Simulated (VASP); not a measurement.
SnO2, 6 atoms in the cell. The structure is tetragonal, space group P-42_1m (No. 113). The conventional cell has a = 4.721 Å, b = 4.721 Å, c = 3.189 Å, α = 90.00°, β = 90.00°, γ = 90.00°. Sn (site symmetry 2mm) has 6 O at 2.03 to 2.08 Å within 2.7 Å. O (site symmetry m) has 3 Sn at 2.03 to 2.08 Å and 1 O at 2.59 Å within 2.7 Å.  This cell differs from its parent crystal: mode 4 frozen in at +0.000 Å and mode 5 at -0.084 Å (largest displacements).

| Quantity | Value |
| --- | --- |
| Program | VASP 6.6.1 |
| Task | single point |
| Functional | LDA |
| Potentials or basis | VASP PAW LDA potentials, release 64 (Sn_d, O) |
| Cutoff | 520 eV |
| k mesh | 6 × 6 × 8 |
| Occupations | gaussian, width 0.05 eV |
| Spin | no spin polarisation |
| Dipole correction | no |
| Further INCAR settings | ALGO = Normal; EDIFF = 1e-06; NBANDS = 35 |

Potentials or basis: VASP PAW LDA potentials, release 64 (Sn_d, O).

Command:

```bash
$ cat potpaw_LDA.64/Sn_d/POTCAR potpaw_LDA.64/O/POTCAR > POTCAR
$ mpirun -np 1 vasp_std > vasp.out
```

Hardware: 1 thread of Intel(R) Xeon(R) 6975P-C (Granite Rapids), on a shared host.

Problem. Estimate the wall time of this run.

Solution. Wall time 42 s on 1 thread of Intel(R) Xeon(R) 6975P-C (Granite Rapids) (shared host), peak memory 0.21 GiB. Counts: scf iterations 14, k points 50.
